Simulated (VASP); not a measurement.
# GaN (F-43m) in VASP: further runs

GaN is run at these levels: LDA; tasks: relaxation of cell and atoms, single point.

Program: VASP 6.6.1. These are calculated values, not measurements. Logs are shortened: lines on timing, memory, paths and dates and some standing lists are left out, and cuts for length are marked.

## 1. The cell of the first run

The structure is cubic, space group F-43m (No. 216). Conventional cell: a = 4.455 Å, b = 4.455 Å, c = 4.455 Å, α = 90.00°, β = 90.00°, γ = 90.00°. Within 2.6 Å of Ga (site symmetry -43m) lie 4 N at 1.93 Å. N (site symmetry -43m) has 4 Ga at 1.93 Å within 2.6 Å.

## 2. Relaxation of cell and atoms, LDA, target pressure 50 GPa, at which the enthalpy is minimised

The input, INCAR:

```
PREC     = Accurate       # precision mode
ENCUT    = 600            # plane-wave cutoff, eV
EDIFF    = 1E-7           # SCF threshold, eV
ISMEAR   = 0              # smearing method
SIGMA    = 0.01           # smearing width, eV
LREAL    = F              # projectors in reciprocal space
LASPH    = T              # aspherical terms in the spheres
NELM     = 80             # most SCF steps
ALGO     = Normal         # electronic algorithm
ISIF     = 3              # what is computed and relaxed
LWAVE    = F              # write WAVECAR
LCHARG   = F              # write CHGCAR
IBRION   = 2              # ionic algorithm
NSW      = 80             # ionic steps
EDIFFG   = -0.001         # ionic threshold
PSTRESS  = 500.0
```

The input, KPOINTS:

```
Automatic mesh
0
Gamma
  10 10 10
```

The input, POSCAR:

```
GaN
1.0
    0.0000000000      2.2277008333      2.2277008333
    2.2277008333      0.0000000000      2.2277008333
    2.2277008333      2.2277008333      0.0000000000
Ga N
1 1
Direct
    0.0000000000      0.0000000000      0.0000000000
    0.7500000000      0.7500000000      0.7500000000
```

Potentials or basis: VASP PAW LDA potentials, release 64 (Ga_d, N).

Started as:

```sh
$ cat potpaw_LDA.64/Ga_d/POTCAR potpaw_LDA.64/N/POTCAR > POTCAR
$ mpirun -np 1 vasp_std > vasp.out
```

OUTCAR:

```text
PREC = Accurate
   ENCUT = 600
   EDIFF = 1E-7
   ISMEAR = 0
   LREAL = F
   LASPH = T
   NELM = 80
   ISIF = 3
   IBRION = 2
   NSW = 80
   EDIFFG = -0.001
   PSTRESS = 500.0

 ion  position               nearest neighbor table
   1  0.000  0.000  0.000-   2 1.93   2 1.93   2 1.93   2 1.93
   2  0.750  0.750  0.750-   1 1.93   1 1.93   1 1.93   1 1.93

  LATTYP: Found a face centered cubic cell.
 ALAT       =     4.4554016666

  Lattice vectors:

 A1 = (   0.0000000000,   2.2277008333,   2.2277008333)
 A2 = (   2.2277008333,   0.0000000000,   2.2277008333)
 A3 = (   2.2277008333,   2.2277008333,   0.0000000000)

Analysis of symmetry for initial positions (statically):
=====================================================================
 Subroutine PRICEL returns:
 Original cell was already a primitive cell.

 Routine SETGRP: Setting up the symmetry group for a
 face centered cubic supercell.

 Subroutine GETGRP returns: Found 24 space group operations
 (whereof 24 operations were pure point group operations)
 out of a pool of 48 trial point group operations.

The static configuration has the point symmetry T_d .

Analysis of symmetry for dynamics (positions and initial velocities):
=====================================================================
 Subroutine PRICEL returns:
 Original cell was already a primitive cell.

 Routine SETGRP: Setting up the symmetry group for a
 face centered cubic supercell.

 Subroutine GETGRP returns: Found 24 space group operations
 (whereof 24 operations were pure point group operations)
 out of a pool of 48 trial point group operations.

The dynamic configuration has the point symmetry T_d .

 Subroutine INISYM returns: Found 24 space group operations
 (whereof 24 operations are pure point group operations),
 and found     1 'primitive' translations

----------------------------------------------------------------------------------------

                                     Primitive cell

  volume of cell :      22.1106

  direct lattice vectors                    reciprocal lattice vectors
     0.000000000  2.227700833  2.227700833    -0.224446655  0.224446655  0.224446655
     2.227700833  0.000000000  2.227700833     0.224446655 -0.224446655  0.224446655
     2.227700833  2.227700833  0.000000000     0.224446655  0.224446655 -0.224446655

  length of vectors
     3.150444731  3.150444731  3.150444731     0.388753010  0.388753010  0.388753010

  position of ions in fractional coordinates (direct lattice)
     0.000000000  0.000000000  0.000000000
     0.750000000  0.750000000  0.750000000

  ion indices of the primitive-cell ions
   primitive index   ion index
                 1           1
                 2           2

----------------------------------------------------------------------------------------

 KPOINTS: Automatic mesh

Automatic generation of k-mesh.
 Grid dimensions read from file:
 generate k-points for:   10   10   10

 Generating k-lattice:

  Cartesian coordinates                     Fractional coordinates (reciprocal lattice)
    -0.022444665  0.022444665  0.022444665     0.100000000  0.000000000  0.000000000
     0.022444665 -0.022444665  0.022444665     0.000000000  0.100000000  0.000000000
     0.022444665  0.022444665 -0.022444665     0.000000000  0.000000000  0.100000000

  Length of vectors
     0.038875301  0.038875301  0.038875301

  Shift w.r.t. Gamma in fractional coordinates (k-lattice)
     0.000000000  0.000000000  0.000000000

 Subroutine IBZKPT returns following result:
 ===========================================

 Found     47 irreducible k-points:

 Following reciprocal coordinates:
            Coordinates               Weight
  0.000000  0.000000  0.000000      1.000000
  0.100000  0.000000  0.000000      8.000000
  0.200000  0.000000  0.000000      8.000000
  0.300000  0.000000  0.000000      8.000000
  0.400000  0.000000  0.000000      8.000000
  0.500000  0.000000  0.000000      4.000000
[... 16 lines left out ...]
  0.300000  0.300000  0.000000      6.000000
  0.400000  0.300000  0.000000     24.000000
 [... further k-points ...]
   k-points           NKPTS =     47   k-points in BZ     NKDIM =     47   number of bands    NBANDS=     13
   number of dos      NEDOS =    301   number of ions     NIONS =      2
   total plane-waves  NPLWV =  21952
   dimension x,y,z NGX =    28 NGY =   28 NGZ =   28
   dimension x,y,z NGXF=    56 NGYF=   56 NGZF=   56
   ions per type =               1   1
   NGX,Y,Z   is equivalent  to a cutoff of  14.78, 14.78, 14.78 a.u.
   NGXF,Y,Z  is equivalent  to a cutoff of  29.55, 29.55, 29.55 a.u.
 SYSTEM =  unknown system
   PREC   = accura    normal or accurate (medium, high low for compatibility)
   ISTART =      0    job   : 0-new  1-cont  2-samecut
   ICHARG =      2    charge: 1-file 2-atom 10-const
   ISPIN  =      1    spin polarized calculation?
   LNONCOLLINEAR =      F non collinear calculations
   LSORBIT =      F    spin-orbit coupling
   LASPH  =      T    aspherical Exc in radial PAW
   ENCUT  =  600.0 eV  44.10 Ry    6.64 a.u.   6.29  6.29  6.29*2*pi/ulx,y,z
   NELM   =     80;   NELMIN=  2; NELMDL= -5     # of ELM steps
   EDIFF  = 0.1E-06   stopping-criterion for ELM
   LREAL  =      F    real-space projection
   EDIFFG = -.1E-02   stopping-criterion for IOM
   NSW    =     80    number of steps for IOM
   IBRION =      2    ionic relax: 0-MD 1-quasi-New 2-CG
   NFREE  =      1    steps in history (QN), initial steepest desc. (CG)
   ISIF   =      3    stress and relaxation
   ISYM   =      2    0-nonsym 1-usesym 2-fastsym
   POTIM  = 0.5000    time-step for ionic-motion
   TEBEG  =    0.0;   TEEND  =   0.0 temperature during run
   PSTRESS=  500.0 pullay stress
   NELECT =      18.0000    total number of electrons
   NUPDOWN=      -1.0000    fix difference up-down
   EMIN   =  10.00;   EMAX   =-10.00  energy-range for DOS
   EFERMI =   0.00;   METHOD = LEGACY
   ISMEAR =     0;   SIGMA  =   0.01  broadening in eV -4-tet -1-fermi 0-gaus
   EFERMI_NEDOS =   21; number of points for ismear=-14 and -15
   IALGO  =     38    algorithm
   IMIX   =      4    mixing-type and parameters
     AMIX     =   0.40;   BMIX     =  1.00
     AMIX_MAG =   1.60;   BMIX_MAG =  1.00
  volume/ion in A,a.u.               =      11.06        74.60
  Fermi-wavevector in a.u.,A,eV,Ry     =   1.528617  2.888668 31.792341  2.336671
  Thomas-Fermi vector in A             =   2.636351
   LORBIT       =      0    0 simple, 1 ext, 2 COOP (PROOUT), +10 PAW based schemes
   GGA     = CA    functional components
   LHFCALC =     F    Hartree Fock is set to
   AEXX    =    0.0000 exact exchange contribution
   IVDW    =     0    specifies the selected vdW correction
   LEPSILON=     F    determine dielectric tensor
   LRPA    =     F    only Hartree local field effects (RPA)
 conjugate gradient relaxation of ions
 non-spin polarized calculation
 Gauss-broadening in eV      SIGMA  =   0.01
  energy-cutoff  :      600.00
  volume of cell :       22.11
 maximum number of plane-waves:       754
 NGX is ok and might be reduce to    28
   NGX = 13   NGY = 13   NGZ = 13

--------------------------------------- Ionic step        1  -------------------------------------------

 number of electron      18.0000001 magnetization

 Free energy of the ion-electron system (eV)
  ---------------------------------------------------
  ext. energy  EPLUGINS =         0.00000000
  ---------------------------------------------------
  free energy    TOTEN  =       -13.94409872 eV

  energy without entropy =      -13.94409872  energy(sigma->0) =      -13.94409872

------------------------ aborting loop because EDIFF is reached ----------------------------------------

  FORCE on cell =-STRESS in cart. coord.  units (eV):
  Direction    XX          YY          ZZ          XY          YZ          ZX
  --------------------------------------------------------------------------------------
  -------------------------------------------------------------------------------------
  Total        0.1372588      0.1372588      0.1372588      0.0000000      0.0000000      0.0000000
  in kB        9.9460361      9.9460361      9.9460361      0.0000000      0.0000000      0.0000000
  external PRESSURE =    -490.0539639 kB  Pullay stress =     500.0000000 kB
[... 23 lines left out ...]
  enthalpy is  TOTEN    =        -7.0439250810 eV   P V=        6.9001736369

--------------------------------------- Ionic step        2  -------------------------------------------

 number of electron      17.9999998 magnetization

 E-fermi :  13.9074     XC(G=0): -15.5021

 val. band max:       13.8353880818   @ k =   0.0000   0.0000   0.0000
 cond. band min:      17.1496702857   @ k =   0.5000   0.5000   0.0000
 fundamental gap:      3.3142822038
 Fermi energy:        13.9074312948

 k-point     1 :       0.0000    0.0000    0.0000
  band No.  band energies     occupation
      1      -8.9181      2.00000
      2      -2.3081      2.00000
      3      -2.3081      2.00000
      4      -2.3081      2.00000
      5      -0.8165      2.00000
      6      -0.8165      2.00000
      7      13.8354      2.00000
      8      13.8354      2.00000
      9      13.8354      2.00000
     10      18.9410      0.00000
     11      27.5072      0.00000
     12      27.5072      0.00000
     13      27.5072      0.00000
[... 435 lines left out ...]
  FREE ENERGIE OF THE ION-ELECTRON SYSTEM (eV)
  ---------------------------------------------------
  free  energy   TOTEN  =       -13.5920754063 eV

  energy  without entropy=      -13.5920754063  energy(sigma->0) =      -13.59207541

  enthalpy is  TOTEN    =        -7.6222764898 eV   P V=        5.9697989165

[... ionic steps 4 to 14 ...]

--------------------------------------- Ionic step       15  -------------------------------------------

 number of electron      17.9999998 magnetization

------------------------ aborting loop because EDIFF is reached ----------------------------------------

  FORCE on cell =-STRESS in cart. coord.  units (eV):
  Direction    XX          YY          ZZ          XY          YZ          ZX
  --------------------------------------------------------------------------------------
  -------------------------------------------------------------------------------------
  Total        5.8699676      5.8699676      5.8699676      0.0000000      0.0000000      0.0000000
  in kB      502.6129901    502.6129901    502.6129901      0.0000000      0.0000000      0.0000000
  external PRESSURE =       2.6129901 kB  Pullay stress =     500.0000000 kB
[... 61 lines left out ...]
  enthalpy is  TOTEN    =        -7.6329482478 eV   P V=        5.8431680281

--------------------------------------- Ionic step       17  -------------------------------------------

 number of electron      17.9999998 magnetization

 Free energy of the ion-electron system (eV)
  ---------------------------------------------------
  ext. energy  EPLUGINS =         0.00000000
  ---------------------------------------------------
  free energy    TOTEN  =       -13.47549571 eV

  energy without entropy =      -13.47549571  energy(sigma->0) =      -13.47549571

 E-fermi :   7.6152     XC(G=0): -13.2316

 val. band max:        7.5188716466   @ k =   0.0000   0.0000   0.0000
 cond. band min:      10.5597073477   @ k =   0.0000   0.0000   0.0000
 fundamental gap:      3.0408357010
 Fermi energy:         7.6151517097

 k-point     1 :       0.0000    0.0000    0.0000
  band No.  band energies     occupation
      1     -10.2497      2.00000
      2      -6.4279      2.00000
      3      -6.4279      2.00000
      4      -6.4279      2.00000
      5      -5.8462      2.00000
      6      -5.8462      2.00000
      7       7.5189      2.00000
      8       7.5189      2.00000
      9       7.5189      2.00000
     10      10.5597      0.00000
     11      18.8958      0.00000
     12      18.8958      0.00000
     13      18.8958      0.00000
[... 397 lines left out ...]
  FREE ENERGIE OF THE ION-ELECTRON SYSTEM (eV)
  ---------------------------------------------------
  free  energy   TOTEN  =       -13.4754957108 eV

  energy  without entropy=      -13.4754957108  energy(sigma->0) =      -13.47549571

  enthalpy is  TOTEN    =        -7.6329483604 eV   P V=        5.8425473504

 reached required accuracy - stopping structural energy minimisation
```

Wall time 2.4 min (1 thread of Intel Xeon Platinum 8488C (Sapphire Rapids), shared host); peak memory 0.16 GiB.

Results:

| Item | Value |
| --- | --- |
| Free energy | -13.4755 eV |
| Relaxed volume | 9.36 Å³/atom |
| Relaxed cell | a = 2.980 Å, b = 2.980 Å, c = 2.980 Å, α = 60.00°, β = 60.00°, γ = 60.00° |
| Space group after relaxing (to 0.05 Å) | F-43m (No. 216) |
| Energy change on relaxing (the enthalpy is what falls) | +234.3 meV/atom |
| Ionic steps | 17 |
| Pressure after relaxing | 50.0 GPa |
| Band gap on the k mesh | 3.04 eV, direct |

The path:
```
step  energy change (eV)  largest force (eV/Å)  pressure (GPa)  volume (Å³)
   1              0.0000                0.0000            0.99        22.11
   2              6.1703                0.0000          341.03        12.96
   3              0.3520                0.0000           41.74        19.13
   4              0.4296                0.0000           47.31        18.85
   5              0.4690                0.0000           50.18        18.72
   6              0.4493                0.0000           48.60        18.78
   7              0.4507                0.0000           48.79        18.78
   8              0.4550                0.0000           49.10        18.77
   9              0.4551                0.0000           49.08        18.77
  10              0.4553                0.0000           49.14        18.76
  11              0.4559                0.0000           49.13        18.76
  12              0.4569                0.0000           49.22        18.76
  13              0.4590                0.0000           49.36        18.75
  14              0.4632                0.0000           49.66        18.74
  15              0.4717                0.0000           50.26        18.71
  16              0.4680                0.0000           49.95        18.72
  17              0.4686                0.0000           50.00        18.72
```

Final structure:
```cif
data_structure
_symmetry_space_group_name_H-M 'P 1'
_symmetry_Int_Tables_number 1
_cell_length_a 2.9805
_cell_length_b 2.9805
_cell_length_c 2.9805
_cell_angle_alpha 60.000
_cell_angle_beta 60.000
_cell_angle_gamma 60.000
_cell_volume 18.72
loop_
_atom_site_label
_atom_site_type_symbol
_atom_site_fract_x
_atom_site_fract_y
_atom_site_fract_z
_atom_site_occupancy
Ga1 Ga 0.00000 0.00000 0.00000 1
N1 N 0.75000 0.75000 0.75000 1
```

Caveat: the cell is relaxed towards a set pressure, so the enthalpy falls and the energy may rise; the volume moved by over 15 % at a fixed basis, so the end points are rough. A k mesh can miss the band edges.

(Continued in part 2 of 2.)
